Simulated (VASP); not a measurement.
# Ca (I4/mmm) in VASP: notebook

The runs below take Ca through single point, with PBEsol.

Program: VASP 6.6.1. These are calculated values, not measurements. Logs are shortened: lines on timing, memory, paths and dates and some standing lists are left out, and cuts for length are marked.

### Step 1. The cell of the first run

It takes space group I4/mmm (No. 139, tetragonal). The conventional cell has a = 3.952 Å, b = 3.952 Å, c = 5.477 Å, α = 90.00°, β = 90.00°, γ = 90.00°. Within 5.1 Å of Ca (site symmetry 4/mmm) lie 12 Ca at 3.91 to 3.95 Å.

### Step 2. Single point, PBEsol (zz strain of -2 %)

The input, INCAR:

```
ALGO = Normal
EDIFF = 1E-6
ENCUT = 520
GGA = PS
ISIF = 2
ISMEAR = -1
LASPH = T
LCHARG = T
LELF = T
LREAL = F
LVHAR = T
LWAVE = F
NBANDS = 11
NELM = 60
PREC = Accurate
SIGMA = 0.05
```

The input, KPOINTS:

```
k-points
0
Gamma
  11 11 11
```

The input, POSCAR:

```
Ca
1.0
    0.0000000000      2.7942000000      2.7383160000
    2.7942000000      0.0000000000      2.7383160000
    2.7942000000      2.7942000000      0.0000000000
Ca
1
Direct
    0.0000000000      0.0000000000      0.0000000000
```

Potentials or basis: VASP PAW PBE potentials, release 64 (Ca_sv).

Launch:

```console
$ cat potpaw_PBE.64/Ca_sv/POTCAR > POTCAR
$ mpirun -np 1 vasp_std > vasp.out
```

OUTCAR:

```text
EDIFF = 1E-6
   ENCUT = 520
   GGA = PS
   ISIF = 2
   ISMEAR = -1
   LASPH = T
   LREAL = F
   NELM = 60
   PREC = Accurate

 ion  position               nearest neighbor table
   1  0.000  0.000  0.000-

  LATTYP: Found a body centered tetragonal cell.
 ALAT       =     3.9515955360
 C/A-ratio  =     1.3859292911

  Lattice vectors:

 A1 = (   0.0000000000,  -2.7942000000,  -2.7383160000)
 A2 = (   0.0000000000,   2.7942000000,  -2.7383160000)
 A3 = (   2.7942000000,   0.0000000000,   2.7383160000)

Analysis of symmetry for initial positions (statically):
=====================================================================
 Subroutine PRICEL returns:
 Original cell was already a primitive cell.

 Routine SETGRP: Setting up the symmetry group for a
 body centered tetragonal supercell.

 Subroutine GETGRP returns: Found 16 space group operations
 (whereof 16 operations were pure point group operations)
 out of a pool of 16 trial point group operations.

The static configuration has the point symmetry D_4h.

Analysis of symmetry for dynamics (positions and initial velocities):
=====================================================================
 Subroutine PRICEL returns:
 Original cell was already a primitive cell.

 Routine SETGRP: Setting up the symmetry group for a
 body centered tetragonal supercell.

 Subroutine GETGRP returns: Found 16 space group operations
 (whereof 16 operations were pure point group operations)
 out of a pool of 16 trial point group operations.

The dynamic configuration has the point symmetry D_4h.

 Subroutine INISYM returns: Found 16 space group operations
 (whereof 16 operations are pure point group operations),
 and found     1 'primitive' translations

----------------------------------------------------------------------------------------

                                     Primitive cell

  volume of cell :      42.7591

  direct lattice vectors                    reciprocal lattice vectors
     0.000000000  2.794200000  2.738316000    -0.178942094  0.178942094  0.182593974
     2.794200000  0.000000000  2.738316000     0.178942094 -0.178942094  0.182593974
     2.794200000  2.794200000  0.000000000     0.178942094  0.178942094 -0.182593974

  length of vectors
     3.912279151  3.912279151  3.951595536     0.312059458  0.312059458  0.312059458

  position of ions in fractional coordinates (direct lattice)
     0.000000000  0.000000000  0.000000000

  ion indices of the primitive-cell ions
   primitive index   ion index
                 1           1

----------------------------------------------------------------------------------------

 KPOINTS: k-points

Automatic generation of k-mesh.
 Grid dimensions read from file:
 generate k-points for:   11   11   11

 Generating k-lattice:

  Cartesian coordinates                     Fractional coordinates (reciprocal lattice)
    -0.016267463  0.016267463  0.016599452     0.090909091 -0.000000000  0.000000000
     0.016267463 -0.016267463  0.016599452    -0.000000000  0.090909091  0.000000000
     0.016267463  0.016267463 -0.016599452     0.000000000  0.000000000  0.090909091

  Length of vectors
     0.028369042  0.028369042  0.028369042

  Shift w.r.t. Gamma in fractional coordinates (k-lattice)
     0.000000000  0.000000000  0.000000000

 Subroutine IBZKPT returns following result:
 ===========================================

 Found    126 irreducible k-points:

 Following reciprocal coordinates:
            Coordinates               Weight
  0.000000  0.000000  0.000000      1.000000
  0.090909 -0.000000  0.000000      8.000000
  0.181818 -0.000000  0.000000      8.000000
  0.272727  0.000000  0.000000      8.000000
  0.363636 -0.000000  0.000000      8.000000
  0.454545 -0.000000  0.000000      8.000000
[... 16 lines left out ...]
 -0.272727  0.181818  0.000000      8.000000
 -0.181818  0.181818  0.000000      4.000000
 [... further k-points ...]
   k-points           NKPTS =    126   k-points in BZ     NKDIM =    126   number of bands    NBANDS=     11
   number of dos      NEDOS =    301   number of ions     NIONS =      1
   total plane-waves  NPLWV =  27000
   dimension x,y,z NGX =    30 NGY =   30 NGZ =   30
   dimension x,y,z NGXF=    60 NGYF=   60 NGZF=   60
   ions per type =               1
   NGX,Y,Z   is equivalent  to a cutoff of  12.75, 12.75, 12.62 a.u.
   NGXF,Y,Z  is equivalent  to a cutoff of  25.50, 25.50, 25.24 a.u.
 SYSTEM =  unknown system
   PREC   = accura    normal or accurate (medium, high low for compatibility)
   ISTART =      0    job   : 0-new  1-cont  2-samecut
   ICHARG =      2    charge: 1-file 2-atom 10-const
   ISPIN  =      1    spin polarized calculation?
   LNONCOLLINEAR =      F non collinear calculations
   LSORBIT =      F    spin-orbit coupling
   LASPH  =      T    aspherical Exc in radial PAW
   ENCUT  =  520.0 eV  38.22 Ry    6.18 a.u.   7.27  7.27  7.35*2*pi/ulx,y,z
   NELM   =     60;   NELMIN=  2; NELMDL= -5     # of ELM steps
   EDIFF  = 0.1E-05   stopping-criterion for ELM
   LREAL  =      F    real-space projection
[... 7 lines left out ...]
   TEBEG  =    0.0;   TEEND  =   0.0 temperature during run
   PSTRESS=    0.0 pullay stress
   NELECT =      10.0000    total number of electrons
   NUPDOWN=      -1.0000    fix difference up-down
   EMIN   =  10.00;   EMAX   =-10.00  energy-range for DOS
   EFERMI =   0.00;   METHOD = LEGACY
   ISMEAR =    -1;   SIGMA  =   0.05  broadening in eV -4-tet -1-fermi 0-gaus
   EFERMI_NEDOS =   21; number of points for ismear=-14 and -15
   IALGO  =     38    algorithm
   IMIX   =      4    mixing-type and parameters
     AMIX     =   0.40;   BMIX     =  1.00
     AMIX_MAG =   1.60;   BMIX_MAG =  1.00
  volume/ion in A,a.u.               =      42.76       288.55
  Fermi-wavevector in a.u.,A,eV,Ry     =   1.008630  1.906035 13.841683  1.017335
  Thomas-Fermi vector in A             =   2.141509
   LORBIT       =      0    0 simple, 1 ext, 2 COOP (PROOUT), +10 PAW based schemes
   GGA     = PS    functional components
   LHFCALC =     F    Hartree Fock is set to
   AEXX    =    0.0000 exact exchange contribution
   IVDW    =     0    specifies the selected vdW correction
   LEPSILON=     F    determine dielectric tensor
   LRPA    =     F    only Hartree local field effects (RPA)
 non-spin polarized calculation
  energy-cutoff  :      520.00
  volume of cell :       42.76
 maximum number of plane-waves:      1183
 NGX is ok and might be reduce to    30
   NGX = 15   NGY = 15   NGZ = 15

 number of electron      10.0000000 magnetization

 number of electron       9.9999998 magnetization

 Free energy of the ion-electron system (eV)
  ---------------------------------------------------
  ext. energy  EPLUGINS =         0.00000000
  ---------------------------------------------------
  free energy    TOTEN  =        -2.13392852 eV

  energy without entropy =       -2.12286163  energy(sigma->0) =       -2.12839508

 E-fermi :   1.8343     XC(G=0):  -7.7687

 val. band max:        1.7804195262   @ k =  -0.3636   0.4545   0.1818
 cond. band min:       1.8361306740   @ k =  -0.2727   0.3636   0.2727
 fundamental gap:      0.0557111478
 Fermi energy:         1.8342949887

 k-point     1 :       0.0000    0.0000    0.0000
  band No.  band energies     occupation
      1     -40.0335      2.00000
      2     -21.0275      2.00000
      3     -21.0275      2.00000
      4     -21.0259      2.00000
      5      -2.1710      2.00000
      6       4.1194      0.00000
      7       4.1194      0.00000
      8       4.2084      0.00000
      9       5.1509      0.00000
     10       5.2653      0.00000
     11      10.9144      0.00000

 k-point     2 :       0.0909   -0.0000    0.0000
  band No.  band energies     occupation
      1     -40.0325      2.00000
      2     -21.0378      2.00000
      3     -21.0292      2.00000
      4     -21.0278      2.00000
      5      -2.0311      2.00000
      6       3.9944      0.00000
      7       4.1704      0.00000
      8       4.2374      0.00000
      9       5.1106      0.00000
     10       5.2173      0.00000
     11      11.0639      0.00000

 k-point     3 :       0.1818   -0.0000    0.0000
  band No.  band energies     occupation
      1     -40.0297      2.00000
      2     -21.0667      2.00000
      3     -21.0336      2.00000
      4     -21.0314      2.00000
      5      -1.6227      2.00000
      6       3.6159      0.00000
      7       4.2526      0.00000
      8       4.3297      0.00000
      9       5.0854      0.00000
     10       5.1609      0.00000
     11      10.2145      0.00000

 k-point     4 :       0.2727    0.0000    0.0000
  band No.  band energies     occupation
      1     -40.0260      2.00000
      2     -21.1041      2.00000
      3     -21.0393      2.00000
      4     -21.0360      2.00000
      5      -0.9811      2.00000
      6       3.1036      0.00000
      7       4.2098      0.00000
      8       4.3115      0.00000
      9       5.2699      0.00000
     10       5.2950      0.00000
     11       8.8139      0.00000
[... 239 lines left out ...]
 k-point    22 :      -0.3636    0.1818    0.0000
  band No.  band energies     occupation
      1     -40.0194      2.00000
      2     -21.1404      2.00000
      3     -21.0729      2.00000
      4     -21.0514      2.00000
      5       0.7690      2.00000
      6       2.2364      0.00064
      7       3.5180      0.00000
      8       4.3310      0.00000
      9       5.5202      0.00000
     10       6.1058      0.00000
     11       7.2150      0.00000

 k-point    23 :      -0.2727    0.1818    0.0000
  band No.  band energies     occupation
      1     -40.0218      2.00000
      2     -21.1208      2.00000
      3     -21.0694      2.00000
      4     -21.0447      2.00000
      5      -0.0545      2.00000
      6       2.8207      0.00000
      7       3.6146      0.00000
      8       4.4354      0.00000
      9       5.0770      0.00000
     10       5.9898      0.00000
     11       8.1727      0.00000

 k-point    24 :      -0.1818    0.1818    0.0000
  band No.  band energies     occupation
      1     -40.0249      2.00000
      2     -21.0982      2.00000
      3     -21.0579      2.00000
      4     -21.0383      2.00000
      5      -0.7843      2.00000
      6       3.1798      0.00000
      7       3.9238      0.00000
      8       4.6116      0.00000
      9       4.6830      0.00000
     10       5.6923      0.00000
     11       9.2911      0.00000

 [... further k-points ...]

------------------------ aborting loop because EDIFF is reached ----------------------------------------

  FORCE on cell =-STRESS in cart. coord.  units (eV):
  Direction    XX          YY          ZZ          XY          YZ          ZX
  --------------------------------------------------------------------------------------
  -------------------------------------------------------------------------------------
  Total       -0.2461601     -0.2461601     -0.2095891      0.0000000      0.0000000      0.0000000
  in kB       -9.2235841     -9.2235841     -7.8532737      0.0000000      0.0000000      0.0000000
  external PRESSURE =      -8.7668140 kB  Pullay stress =       0.0000000 kB

 VOLUME and BASIS-vectors are now :
 -----------------------------------------------------------------------------
  energy-cutoff  :      520.00
  volume of cell :       42.76
      direct lattice vectors                 reciprocal lattice vectors
     0.000000000  2.794200000  2.738316000    -0.178942094  0.178942094  0.182593974
     2.794200000  0.000000000  2.738316000     0.178942094 -0.178942094  0.182593974
     2.794200000  2.794200000  0.000000000     0.178942094  0.178942094 -0.182593974

 POSITION                                       TOTAL-FORCE (eV/Angst)
 -----------------------------------------------------------------------------------
      0.00000      0.00000      0.00000        -0.000000     -0.000000      0.000000
 -----------------------------------------------------------------------------------
    total drift:                               -0.000000     -0.000000     -0.000000

  FREE ENERGIE OF THE ION-ELECTRON SYSTEM (eV)
  ---------------------------------------------------
  free  energy   TOTEN  =        -2.1339285246 eV

  energy  without entropy=       -2.1228616287  energy(sigma->0) =       -2.12839508
```

It took 58 s on 1 thread of AMD EPYC 7R43 (Zen 3), shared host; peak memory 0.17 GiB.

Results:

```
Free energy            : -2.1339 eV
Pressure               : -0.9 GPa
Band gap on the k mesh : zero (bands 5 and 6 overlap by 0.29 eV)
```

Caveat: the cell differs from its parent crystal (zz strain of -2 %); the PAW data sets were made with another functional, which shifts forces and pressure a little.

### Step 3. Single point, PBEsol (equal xx and yy strain of -1 %)

The input, INCAR:

```
SYSTEM = Ca
PREC = Accurate
ENCUT = 520
EDIFF = 1E-6
ISMEAR = -1
SIGMA = 0.05
LREAL = .False.
LASPH = .True.
NELM = 60
ALGO = Normal
ISIF = 2
LWAVE = .False.
LCHARG = .False.
GGA = PS
NBANDS = 11
```

The input, KPOINTS:

```
regular mesh
0
Gamma
  11 11 11
  0 0 0
```

The input, POSCAR:

```
Ca
1.0
    0.0000000000      2.7662580000      2.7942000000
    2.7662580000      0.0000000000      2.7942000000
    2.7662580000      2.7662580000      0.0000000000
Ca
1
Direct
    0.0000000000      0.0000000000      0.0000000000
```

Potentials or basis: VASP PAW PBE potentials, release 64 (Ca_sv).

Launch:

```console
$ cat potpaw_PBE.64/Ca_sv/POTCAR > POTCAR
$ mpirun -np 1 vasp_std > vasp.out
```

It took 63 s on 1 thread of AMD EPYC 7R43 (Zen 3), shared host; peak memory 0.16 GiB.

The run converged. Its results:

```
Free energy            : -2.1341 eV
Pressure               : -0.9 GPa
Band gap on the k mesh : zero (bands 5 and 6 overlap by 0.29 eV)
```

Stress tensor (GPa, compression positive):
```
-0.85  0.00  0.00
 0.00 -0.85  0.00
 0.00  0.00 -0.93
```

Levels at points of the mesh, in eV from the Fermi level:
```
           k point  band 3  band 4  band 5  band 6  band 7  band 8
(0.00, 0.00, 0.00)  -22.86  -22.86   -4.01    2.28    2.33    2.33
```

Caveat: the cell differs from its parent crystal (equal xx and yy strain of -1 %); the PAW data sets were made with another functional, which shifts forces and pressure a little.

### Step 4. Single point, PBEsol (zz strain of -1 %)

The input, INCAR:

```
ALGO = Normal ; EDIFF = 1E-6
ENCUT = 520 ; GGA = PS
ISIF = 2 ; ISMEAR = -1
LASPH = T ; LCHARG = T
LELF = T ; LREAL = F
LVHAR = T ; LWAVE = F
NBANDS = 11 ; NELM = 80
PREC = Accurate ; SIGMA = 0.05
```

The input, KPOINTS:

```
k-points
0
Gamma
  11 11 11
```

The input, POSCAR:

```
Ca
1.0
    0.0000000000      2.7942000000      2.7662580000
    2.7942000000      0.0000000000      2.7662580000
    2.7942000000      2.7942000000      0.0000000000
Ca
1
Direct
    0.0000000000      0.0000000000      0.0000000000
```

Launch:

```console
$ cat potpaw_PBE.64/Ca_sv/POTCAR > POTCAR
$ mpirun -np 1 vasp_std > vasp.out
```

Wall time 66 s (1 thread of AMD EPYC 7R43 (Zen 3), shared host); peak memory 0.17 GiB.

It converged, with:

| Item | Value |
| --- | --- |
| Free energy | -2.1316 eV |
| Pressure | -1.0 GPa |
| Band gap on the k mesh | zero (bands 5 and 6 overlap by 0.30 eV) |

Levels at points of the mesh, in eV from the Fermi level:
```csv
k point,band 3,band 4,band 5,band 6,band 7,band 8
"(0.00, 0.00, 0.00)",-22.89,-22.89,-3.99,2.29,2.29,2.33
```

Caveat: the cell differs from its parent crystal (zz strain of -1 %); the PAW data sets were made with another functional, which shifts forces and pressure a little.

### Step 5. Overview

```tsv
cell	gap on the mesh (eV)	pressure (GPa)
a = 3.912, b = 3.912, c = 3.952 Å, angles 59.7, 59.7, 60.7°, 1 atom	none	-0.9
a = 3.932, b = 3.932, c = 3.912 Å, angles 60.2, 60.2, 59.7°, 1 atom	none	-0.9
a = 3.932, b = 3.932, c = 3.952 Å, angles 59.8, 59.8, 60.3°, 1 atom	none	-1.0
```

Alike in all rows: task single point; level PBEsol; potentials or basis VASP PAW PBE potentials, release 64 (Ca_sv); no spin polarisation; k mesh 11 × 11 × 11; cutoff (eV) 520; smearing fermi-dirac 0.05 eV.

Caveats: the PAW data sets were made with another functional, which shifts forces and pressure a little.

Absolute energies hang on the potentials; compare differences alone.

The gap in the log of VASP goes by the Fermi energy; the results here count the filled bands.